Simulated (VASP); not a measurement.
# GaAs in VASP: notebook, part 2 of 2

VASP 6.6.1.

**3. Single point, r2SCAN, collinear spin**

This run uses another cell than the first one.

File POSCAR:

```
GaAs
1.0
    9.0000000000      0.0000000000      0.0000000000
    0.0000000000      9.3000000000      0.0000000000
    0.0000000000      0.0000000000      4.5872817387
Ga As
1 1
Direct
    0.5000000000      0.5000000000     -0.0175329357
    0.5000000000      0.5000000000      0.4825329357
```

File INCAR.step1:

```
PREC = Accurate
ENCUT = 520
ISMEAR = 0
SIGMA = 0.05
LREAL = F
LASPH = T
NELM = 150
ISPIN = 2
MAGMOM = 0.5 0.5
NBANDS = 20
GGA = PE
ALGO = Normal
EDIFF = 1E-4
LWAVE = T
LCHARG = F
```

File INCAR.step2:

```
PREC = Accurate
ENCUT = 520
EDIFF = 1E-6
ISMEAR = 0
SIGMA = 0.05
LREAL = F
LASPH = T
NELM = 150
ALGO = Normal
ISIF = 2
LWAVE = F
LCHARG = F
ISPIN = 2
MAGMOM = 0.5 0.5
LORBIT = 11
METAGGA = R2SCAN
LMIXTAU = T
NBANDS = 20
ISTART = 1
```

File KPOINTS:

```
Automatic mesh
0
Gamma
  1 1 15
```

Potentials or basis: VASP PAW PBE potentials, release 64 (Ga_d, As).

Started as:

```
cat potpaw_PBE.64/Ga_d/POTCAR potpaw_PBE.64/As/POTCAR > POTCAR
cp INCAR.step1 INCAR
mpirun -np 1 vasp_std > vasp.out
cp INCAR.step2 INCAR
mpirun -np 1 vasp_std > vasp.out
```

OUTCAR:

```text
PREC = Accurate
   ENCUT = 520
   EDIFF = 1E-6
   ISMEAR = 0
   LREAL = F
   LASPH = T
   NELM = 150
   ISIF = 2
   ISPIN = 2
   LORBIT = 11
   METAGGA = R2SCAN
   ISTART = 1

 ion  position               nearest neighbor table
   1  0.500  0.500  0.982-   2 2.29   2 2.29
   2  0.500  0.500  0.483-   1 2.29   1 2.29

  LATTYP: Found a simple orthorhombic cell.
 ALAT       =     4.5872817387
 B/A-ratio  =     1.9619462053
 C/A-ratio  =     2.0273444122

  Lattice vectors:

 A1 = (   0.0000000000,   0.0000000000,   4.5872817387)
 A2 = (   9.0000000000,   0.0000000000,   0.0000000000)
 A3 = (   0.0000000000,   9.3000000000,   0.0000000000)

Analysis of symmetry for initial positions (statically):
=====================================================================
 Subroutine PRICEL returns:
 Original cell was already a primitive cell.

 Routine SETGRP: Setting up the symmetry group for a
[... 364 lines left out ...]
      1     -19.9664      1.00000
      2     -19.6667      1.00000
      3     -19.6666      1.00000
      4     -19.6610      1.00000
      5     -19.6607      1.00000
      6     -14.8441      1.00000
[... 173 lines left out ...]
     19       4.1786      0.00000
     20       4.2744      0.00000

------------------------ aborting loop because EDIFF is reached ----------------------------------------

  FORCE on cell =-STRESS in cart. coord.  units (eV):
  Direction    XX          YY          ZZ          XY          YZ          ZX
  --------------------------------------------------------------------------------------
  -------------------------------------------------------------------------------------
  Total        0.0293655      0.0361138      0.2152193      0.0000000      0.0000000      0.0000000
  in kB        0.1225369      0.1506963      0.8980717      0.0000000      0.0000000      0.0000000
  external PRESSURE =       0.3904350 kB  Pullay stress =       0.0000000 kB

 VOLUME and BASIS-vectors are now :
 -----------------------------------------------------------------------------
  energy-cutoff  :      520.00
  volume of cell :      383.96
      direct lattice vectors                 reciprocal lattice vectors
     9.000000000  0.000000000  0.000000000     0.111111111  0.000000000  0.000000000
     0.000000000  9.300000000  0.000000000     0.000000000  0.107526882  0.000000000
     0.000000000  0.000000000  4.587281739     0.000000000  0.000000000  0.217994023

 POSITION                                       TOTAL-FORCE (eV/Angst)
 -----------------------------------------------------------------------------------
      4.50000      4.65000      4.50685         0.000000      0.000000      0.003204
      4.50000      4.65000      2.21351         0.000000      0.000000     -0.003204
 -----------------------------------------------------------------------------------
    total drift:                                0.000000      0.000000     -0.004546

  FREE ENERGIE OF THE ION-ELECTRON SYSTEM (eV)
  ---------------------------------------------------
  free  energy   TOTEN  =       -23.7354426212 eV

  energy  without entropy=      -23.7335160365  energy(sigma->0) =      -23.73447933

 total charge

# of ion       s       p       d       tot
------------------------------------------
    1        1.009   0.574   9.958  11.541
    2        1.250   1.509   0.019   2.779
--------------------------------------------------
tot          2.260   2.083   9.977  14.320

 magnetization (x)

# of ion       s       p       d       tot
------------------------------------------
    1        0.032  -0.017   0.015   0.030
    2        0.025   0.279   0.002   0.306
--------------------------------------------------
tot          0.058   0.262   0.017   0.336
```

OSZICAR.step1:

```text
N       E                     dE             d eps       ncg     rms          rms(c)
DAV:   1     0.725446155939E+02    0.72545E+02   -0.65823E+03   736   0.613E+02
DAV:   2     0.228817471015E+01   -0.70256E+02   -0.67094E+02   796   0.137E+02
DAV:   3    -0.539794964081E+01   -0.76861E+01   -0.75753E+01   800   0.446E+01
DAV:   4    -0.570137569721E+01   -0.30343E+00   -0.30306E+00   836   0.991E+00
DAV:   5    -0.570941357152E+01   -0.80379E-02   -0.80364E-02   812   0.137E+00    0.412E+00
DAV:   6    -0.536643101736E+01    0.34298E+00   -0.72442E-01   736   0.680E+00    0.195E+00
DAV:   7    -0.538872845194E+01   -0.22297E-01   -0.13292E-01   740   0.188E+00    0.103E+00
DAV:   8    -0.539908904523E+01   -0.10361E-01   -0.19103E-02   696   0.898E-01    0.450E-01
DAV:   9    -0.540205814072E+01   -0.29691E-02   -0.59616E-03   672   0.361E-01    0.124E-01
DAV:  10    -0.540199493296E+01    0.63208E-04   -0.57046E-04   720   0.186E-01
   1 F= -.54019949E+01 E0= -.53996960E+01  d E =-.459790E-02  mag=     0.6681
```

It took 4.5 min on 1 thread of Intel Xeon 6975P-C (Granite Rapids), shared host; peak memory 0.67 GiB.

Results:

```yaml
Free_energy: -23.7354 eV
Largest_force: 0.003 eV/Å
Net_moment: 0.67 μB per cell
Site_moments: Ga +0.03; As +0.31 μB
Valence_electrons_inside_the_program's_atomic_spheres: Ga 11.54; As 2.78
```

Forces on the atoms (eV/Å):
```
Ga   0.000  0.000  0.003
As   0.000  0.000 -0.003
```

Caveat: the PAW data sets were made with another functional, which shifts forces and pressure a little.

**4. Single point, r2SCAN, collinear spin**

This run uses another cell than the first one.

File POSCAR:

```
GaAs
1.0
    9.0000000000      0.0000000000      0.0000000000
    0.0000000000      9.3000000000      0.0000000000
    0.0000000000      0.0000000000      4.5936030450
Ga As
1 1
Direct
    0.5000000000      0.5000000000      0.0000000000
    0.5000000000      0.5000000000      0.5000000000
```

File INCAR.step1:

```
SYSTEM = GaAs
PREC = Accurate
ENCUT = 520
ISMEAR = 0
SIGMA = 0.05
LREAL = .FALSE.
LASPH = .TRUE.
NELM = 150
ISPIN = 2
MAGMOM = 0.5 0.5
NBANDS = 20
GGA = PE
ALGO = Normal
EDIFF = 1E-4
LWAVE = .TRUE.
LCHARG = .FALSE.
```

File INCAR.step2:

```
SYSTEM = GaAs
PREC = Accurate
ENCUT = 520
EDIFF = 1E-7
ISMEAR = 0
SIGMA = 0.05
LREAL = .FALSE.
LASPH = .TRUE.
NELM = 150
ALGO = Normal
ISIF = 2
LWAVE = .FALSE.
LCHARG = .FALSE.
ISPIN = 2
MAGMOM = 0.5 0.5
LORBIT = 11
METAGGA = R2SCAN
LMIXTAU = .TRUE.
NBANDS = 20
ISTART = 1
```

File KPOINTS:

```
Automatic mesh
0
G
  1 1 15
  0 0 0
```

Started as:

```
cat potpaw_PBE.64/Ga_d/POTCAR potpaw_PBE.64/As/POTCAR > POTCAR
cp INCAR.step1 INCAR
mpirun -np 1 vasp_std > vasp.out
cp INCAR.step2 INCAR
mpirun -np 1 vasp_std > vasp.out
```

Wall time 5.9 min (1 thread of Intel Xeon 6975P-C (Granite Rapids), shared host); peak memory 0.68 GiB.

Results (log left out):

| Property | Result |
| --- | --- |
| Free energy | -23.7353 eV |
| Net moment | 0.67 μB per cell |
| Site moments | Ga +0.02; As +0.31 μB |
| Valence electrons inside the program's atomic spheres | Ga 11.54; As 2.78 |

Levels at points of the mesh, in eV from the Fermi level:
Spin up:
```csv
k point,band 6,band 7,band 8,band 9,band 10,band 11,band 12,band 13
"(0.00, 0.00, 0.00)",-10.89,-3.31,-1.61,-1.33,-1.33,4.74,5.32,5.33
```
Spin down:
| k point | band 6 | band 7 | band 8 | band 9 | band 10 | band 11 | band 12 | band 13 |
| --- | --- | --- | --- | --- | --- | --- | --- | --- |
| (0.00, 0.00, 0.00) | -10.44 | -3.13 | -1.40 | -0.82 | -0.82 | 4.78 | 5.59 | 5.60 |

Caveat: the PAW data sets were made with another functional, which shifts forces and pressure a little.

**5. Summary**

| cell | gap on the mesh (eV) | moment (μB) |
| --- | --- | --- |
| a = 9.000, b = 9.300, c = 4.417 Å, 2 atoms | none | 0.40 |
| a = 9.000, b = 9.300, c = 4.587 Å, 2 atoms | none | 0.67 |
| a = 9.000, b = 9.300, c = 4.594 Å, 2 atoms | none | 0.67 |

Alike in all rows: task single point; level r2SCAN; potentials or basis VASP PAW PBE potentials, release 64 (Ga_d, As); spin collinear; k mesh 1 × 1 × 15; cutoff (eV) 520; smearing gaussian 0.05 eV.

Caveats: the PAW data sets were made with another functional, which shifts forces and pressure a little; a moment this small can come from the mesh or the smearing (at least some runs).

Total energies depend on the potentials used, so only differences within one code and one set of settings carry meaning.
